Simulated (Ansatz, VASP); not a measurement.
One calculation of Ta, two programs

```
Ta
1.0
    -1.64026    1.64026    1.64026
     1.64026   -1.64026    1.64026
     1.64026    1.64026   -1.64026
Ta
1
Direct
  0.00000 0.00000 0.00000
```

Alike in both runs: functional PBEsol; k mesh 18 × 18 × 18; occupations gaussian, width 0.1 eV; no spin polarisation.

Ansatz relaxed the structure, and its values are those at the end. VASP's run is a single point on that final structure, the one shown.

|  | VASP | Ansatz |
| --- | --- | --- |
| version | VASP 6.6.1 | Ansatz 0.2.0 |
| potentials or method | VASP PAW PBE potentials, release 64 (Ta_pv), cutoff 520 eV | scalar-relativistic, plane waves, PAW |
| valence electrons in the cell | 11 | 13 |

```csv
,VASP,Ansatz,Ansatz less VASP
gap on the k mesh at the Fermi level (eV),none,none,-
pressure (GPa),0.2,0.0,-0.19
```

VASP's potentials were made for PBE, not for PBEsol. A gap of «none» marks a metal or a gap that the smearing closes. The functional is the same, so the differences come from potentials, cutoffs and numerics. VASP's potentials hold 11 valence electrons a cell and Ansatz's 13, so a difference there can come from the potentials and not from the codes.

Neither program's run includes spin-orbit coupling.
